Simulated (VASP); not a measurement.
# InAs (I-4m2) in VASP: a series of runs

InAs is run at these levels: PBEsol; tasks: single point.

Everything below comes from runs of VASP 6.6.1. Logs are shortened: lines on timing, memory, paths and dates and some standing lists are left out, and cuts for length are marked.

**1. The cell of the first run**

It takes space group I-4m2 (No. 119, tetragonal). Conventional cell: a = 3.918 Å, b = 3.918 Å, c = 7.204 Å, α = 90.00°, β = 90.00°, γ = 90.00°. In (site symmetry -4m2) has 4 As at 2.66 Å within 3.5 Å. Within 3.5 Å of As (site symmetry -4m2) lie 4 In at 2.66 Å.

**2. Single point, PBEsol**

Contents of INCAR:

```
SYSTEM = InAs
PREC = Accurate
ENCUT = 520
EDIFF = 1E-6
ISMEAR = 0
SIGMA = 0.15
LREAL = .False.
LASPH = .True.
NELM = 60
ALGO = Normal
ISIF = 2
LWAVE = .False.
LCHARG = .False.
GGA = PS
NBANDS = 16
```

Contents of KPOINTS:

```
regular mesh
0
Gamma
  16 16 16
  0 0 0
```

Contents of POSCAR:

```
InAs
1.0
    0.0000000000      2.7707712291      3.6020025978
    2.7707712291      0.0000000000      3.6020025978
    2.7707712291      2.7707712291      0.0000000000
In As
1 1
Direct
    0.0000000000      0.0000000000      0.0000000000
    0.7500000000      0.7500000000      0.7500000000
```

Potentials or basis: VASP PAW PBE potentials, release 64 (In_d, As).

Started as:

```sh
$ cat potpaw_PBE.64/In_d/POTCAR potpaw_PBE.64/As/POTCAR > POTCAR
$ mpirun -np 1 vasp_std > vasp.out
```

OUTCAR:

```text
SYSTEM = InAs
   PREC = Accurate
   ENCUT = 520
   EDIFF = 1E-6
   ISMEAR = 0
   LREAL = .False.
   LASPH = .True.
   NELM = 60
   ISIF = 2
   GGA = PS

 ion  position               nearest neighbor table
   1  0.000  0.000  0.000-   2 2.66   2 2.66   2 2.66   2 2.66
   2  0.750  0.750  0.750-   1 2.66   1 2.66   1 2.66   1 2.66

  LATTYP: Found a body centered tetragonal cell.
 ALAT       =     3.9184622504
 C/A-ratio  =     1.8384776311

  Lattice vectors:

 A1 = (  -2.7707712291,   0.0000000000,   3.6020025978)
 A2 = (   2.7707712291,   0.0000000000,   3.6020025978)
 A3 = (   0.0000000000,   2.7707712291,  -3.6020025978)

Analysis of symmetry for initial positions (statically):
=====================================================================
 Subroutine PRICEL returns:
 Original cell was already a primitive cell.

 Routine SETGRP: Setting up the symmetry group for a
 body centered tetragonal supercell.

 Subroutine GETGRP returns: Found  8 space group operations
 (whereof  8 operations were pure point group operations)
 out of a pool of 16 trial point group operations.

The static configuration has the point symmetry D_2d.

Analysis of symmetry for dynamics (positions and initial velocities):
=====================================================================
 Subroutine PRICEL returns:
 Original cell was already a primitive cell.

 Routine SETGRP: Setting up the symmetry group for a
 body centered tetragonal supercell.

 Subroutine GETGRP returns: Found  8 space group operations
 (whereof  8 operations were pure point group operations)
 out of a pool of 16 trial point group operations.

The dynamic configuration has the point symmetry D_2d.

 Subroutine INISYM returns: Found  8 space group operations
 (whereof  8 operations are pure point group operations),
 and found     1 'primitive' translations

----------------------------------------------------------------------------------------

                                     Primitive cell

  volume of cell :      55.3064

  direct lattice vectors                    reciprocal lattice vectors
     0.000000000  2.770771229  3.602002598    -0.180455172  0.180455172  0.138811671
     2.770771229  0.000000000  3.602002598     0.180455172 -0.180455172  0.138811671
     2.770771229  2.770771229  0.000000000     0.180455172  0.180455172 -0.138811671

  length of vectors
     4.544402702  4.544402702  3.918462250     0.290511305  0.290511305  0.290511305

  position of ions in fractional coordinates (direct lattice)
     0.000000000  0.000000000  0.000000000
     0.750000000  0.750000000  0.750000000

[... 78 lines left out ...]
   EDIFFG = 0.1E-04   stopping-criterion for IOM
   NSW    =      0    number of steps for IOM
   IBRION =     -1    ionic relax: 0-MD 1-quasi-New 2-CG
   NFREE  =      0    steps in history (QN), initial steepest desc. (CG)
   ISIF   =      2    stress and relaxation
   ISYM   =      2    0-nonsym 1-usesym 2-fastsym
   POTIM  = 0.5000    time-step for ionic-motion
   TEBEG  =    0.0;   TEEND  =   0.0 temperature during run
   PSTRESS=    0.0 pullay stress
   NELECT =      18.0000    total number of electrons
   NUPDOWN=      -1.0000    fix difference up-down
   EMIN   =  10.00;   EMAX   =-10.00  energy-range for DOS
   EFERMI =   0.00;   METHOD = LEGACY
   ISMEAR =     0;   SIGMA  =   0.15  broadening in eV -4-tet -1-fermi 0-gaus
   EFERMI_NEDOS =   21; number of points for ismear=-14 and -15
   IALGO  =     38    algorithm
   IMIX   =      4    mixing-type and parameters
     AMIX     =   0.40;   BMIX     =  1.00
     AMIX_MAG =   1.60;   BMIX_MAG =  1.00
  volume/ion in A,a.u.               =      27.65       186.61
  Fermi-wavevector in a.u.,A,eV,Ry     =   1.126092  2.128005 17.253320  1.268083
  Thomas-Fermi vector in A             =   2.262772
   LORBIT       =      0    0 simple, 1 ext, 2 COOP (PROOUT), +10 PAW based schemes
   GGA     = PS    functional components
   LHFCALC =     F    Hartree Fock is set to
   AEXX    =    0.0000 exact exchange contribution
   IVDW    =     0    specifies the selected vdW correction
   LEPSILON=     F    determine dielectric tensor
   LRPA    =     F    only Hartree local field effects (RPA)
 non-spin polarized calculation
 Gauss-broadening in eV      SIGMA  =   0.15
  energy-cutoff  :      520.00
  volume of cell :       55.31
 maximum number of plane-waves:      1525
 NGX is ok and might be reduce to    36

 number of electron      17.9999994 magnetization

 Free energy of the ion-electron system (eV)
  ---------------------------------------------------
  ext. energy  EPLUGINS =         0.00000000
  ---------------------------------------------------
  free energy    TOTEN  =        -8.12694227 eV

  energy without entropy =       -8.12350211  energy(sigma->0) =       -8.12522219

 E-fermi :   4.8242     XC(G=0):  -9.3467

 val. band max:        4.8232028060   @ k =   0.0625   0.0625   0.0000
 cond. band min:       4.8367799355   @ k =  -0.4375   0.0625   0.0000
 fundamental gap:      0.0135771295
 Fermi energy:         4.8241992190

 k-point     1 :       0.0000    0.0000    0.0000
  band No.  band energies     occupation
      1     -10.0511      2.00000
      2      -9.9412      2.00000
      3      -9.9412      2.00000
      4      -9.8866      2.00000
      5      -9.8845      2.00000
      6      -7.3708      2.00000
[... 433 lines left out ...]
      3      -9.9388      2.00000
      4      -9.8880      2.00000
      5      -9.8802      2.00000
      6      -7.2490      2.00000
[... 8 lines left out ...]
     15      12.6120      0.00000
     16      13.5576      0.00000

 [... further k-points ...]

------------------------ aborting loop because EDIFF is reached ----------------------------------------

  FORCE on cell =-STRESS in cart. coord.  units (eV):
  Direction    XX          YY          ZZ          XY          YZ          ZX
  --------------------------------------------------------------------------------------
  -------------------------------------------------------------------------------------
  Total        1.5531537      1.5531537     -2.7504686      0.0000000     -0.0000000      0.0000000
  in kB       44.9934889     44.9934889    -79.6786423      0.0000000     -0.0000000      0.0000000
  external PRESSURE =       3.4361118 kB  Pullay stress =       0.0000000 kB

 VOLUME and BASIS-vectors are now :
 -----------------------------------------------------------------------------
  energy-cutoff  :      520.00
  volume of cell :       55.31
      direct lattice vectors                 reciprocal lattice vectors
     0.000000000  2.770771229  3.602002598    -0.180455172  0.180455172  0.138811671
     2.770771229  0.000000000  3.602002598     0.180455172 -0.180455172  0.138811671
     2.770771229  2.770771229  0.000000000     0.180455172  0.180455172 -0.138811671

 POSITION                                       TOTAL-FORCE (eV/Angst)
 -----------------------------------------------------------------------------------
      0.00000      0.00000      0.00000         0.000000      0.000000      0.000000
      4.15616      4.15616      5.40300        -0.000000     -0.000000      0.000000
 -----------------------------------------------------------------------------------
    total drift:                                0.000001      0.000001     -0.000004

  FREE ENERGIE OF THE ION-ELECTRON SYSTEM (eV)
  ---------------------------------------------------
  free  energy   TOTEN  =        -8.1269422663 eV

  energy  without entropy=       -8.1235021059  energy(sigma->0) =       -8.12522219
```

OSZICAR:

```text
N       E                     dE             d eps       ncg     rms          rms(c)
DAV:   1     0.112647557740E+03    0.11265E+03   -0.82823E+03 11232   0.121E+03
DAV:   2    -0.890013200323E+00   -0.11354E+03   -0.10886E+03 12312   0.295E+02
DAV:   3    -0.825475994752E+01   -0.73647E+01   -0.73132E+01 14696   0.738E+01
DAV:   4    -0.843780977449E+01   -0.18305E+00   -0.18300E+00 13624   0.129E+01
DAV:   5    -0.844638909231E+01   -0.85793E-02   -0.85792E-02 16848   0.239E+00    0.419E+00
DAV:   6    -0.815741685202E+01    0.28897E+00   -0.46300E-01 17304   0.115E+01    0.226E+00
DAV:   7    -0.812926286482E+01    0.28154E-01   -0.10157E-01 15416   0.290E+00    0.713E-01
DAV:   8    -0.812684526914E+01    0.24176E-02   -0.11680E-02 13984   0.122E+00    0.177E-01
DAV:   9    -0.812690641001E+01   -0.61141E-04   -0.90192E-04 14880   0.312E-01    0.989E-02
DAV:  10    -0.812693351901E+01   -0.27109E-04   -0.11279E-04 17144   0.127E-01    0.604E-02
DAV:  11    -0.812694338133E+01   -0.98623E-05   -0.38679E-05 14088   0.889E-02    0.395E-02
DAV:  12    -0.812694228479E+01    0.10965E-05   -0.68925E-06 12472   0.291E-02    0.537E-03
DAV:  13    -0.812694226633E+01    0.18462E-07   -0.84577E-07  8592   0.535E-03
   1 F= -.81269423E+01 E0= -.81252222E+01  d E =-.344016E-02
```

stdout:

```text
POSCAR found type information on POSCAR InAs
 POSCAR found :  2 types and       2 ions
 scaLAPACK will be used
 -----------------------------------------------------------------------------
|                                                                             |
|                                                                             |
|     You enforced a specific xc type in the INCAR file but a different       |
|     I HOPE YOU KNOW WHAT YOU ARE DOING!                                     |
|                                                                             |
 -----------------------------------------------------------------------------

 LDA part: xc-table for (Slater+PW92), standard interpolation
 POSCAR, INCAR and KPOINTS ok, starting setup
 FFT: planning ... GRIDC
 FFT: planning ... GRID_SOFT
 FFT: planning ... GRID
 WAVECAR not read
 entering main loop
```

It took 3.2 min on 1 thread of AMD EPYC 9R45 (Zen 5), shared host; peak memory 0.41 GiB.

What came out:

```
Free energy            : -8.1269 eV
Pressure               : 0.3 GPa
Band gap on the k mesh : zero (bands 9 and 10 overlap by 0.46 eV)
```

Stress tensor (GPa, compression positive):
```
 4.50  0.00  0.00
 0.00  4.50  0.00
 0.00  0.00 -7.97
```

Levels at points of the mesh, in eV from the Fermi level:
```csv
k point,band 7,band 8,band 9,band 10,band 11,band 12
"(0.00, 0.00, 0.00)",-1.68,-1.28,0.11,0.11,3.59,3.59
"(0.50, 0.00, 0.00)",-6.15,-2.32,-0.37,-0.35,4.41,5.15
"(0.50, 0.50, 0.00)",-7.20,-1.60,-1.60,2.09,3.08,6.87
"(0.50, 0.00, 0.50)",-5.65,-3.07,-3.00,0.63,0.84,6.45
```

Caveat: semilocal functionals underestimate gaps, so a narrow gap can read as zero; the PAW data sets were made with another functional, which shifts forces and pressure a little; spin-orbit coupling is left out, which moves the levels of the heavy elements.

**3. Single point, PBEsol**

This run uses another cell than the first one, of the same volume but with other edges.

Contents of INCAR:

```
SYSTEM = InAs
  PREC = Accurate
  ENCUT = 520
  EDIFF = 1E-6
  ISMEAR = 0
  SIGMA = 0.15
  LREAL = .False.
  LASPH = .True.
  NELM = 100
  ALGO = Normal
  ISIF = 2
  LWAVE = .False.
  LCHARG = .False.
  GGA = PS
  NBANDS = 16
```

KPOINTS is that of step 2.

Contents of POSCAR:

```
InAs
1.0
    0.0000000000      3.1092275775      2.8604893713
    3.1092275775      0.0000000000      2.8604893713
    3.1092275775      3.1092275775      0.0000000000
In As
1 1
Direct
    0.0000000000      0.0000000000      0.0000000000
    0.7500000000      0.7500000000      0.7500000000
```

Potentials or basis: VASP PAW PBE potentials, release 64 (In_d, As).

Started as:

```sh
$ cat potpaw_PBE.64/In_d/POTCAR potpaw_PBE.64/As/POTCAR > POTCAR
$ mpirun -np 1 vasp_std > vasp.out
```

It took 2.8 min on 1 thread of AMD EPYC 9R45 (Zen 5), shared host; peak memory 0.41 GiB.

Results (log left out):

* Free energy: -8.4624 eV
* Pressure: 1.1 GPa

Stress tensor (GPa, compression positive):
```
0.28 0.00 0.00
0.00 0.28 0.00
0.00 0.00 2.63
```

Levels at points of the mesh, in eV from the Fermi level:
```tsv
k point	band 7	band 8	band 9	band 10	band 11	band 12
(0.00, 0.00, 0.00)	-0.57	-0.37	-0.37	-0.02	3.54	3.70
(0.50, 0.00, 0.00)	-6.05	-1.50	-0.98	0.55	4.12	4.74
(0.50, 0.50, 0.00)	-5.80	-2.88	-2.88	0.96	1.25	8.95
(0.50, 0.00, 0.50)	-6.27	-2.43	-2.39	1.34	1.99	8.42
```

Caveat: the PAW data sets were made with another functional, which shifts forces and pressure a little; spin-orbit coupling is left out, which moves the levels of the heavy elements.
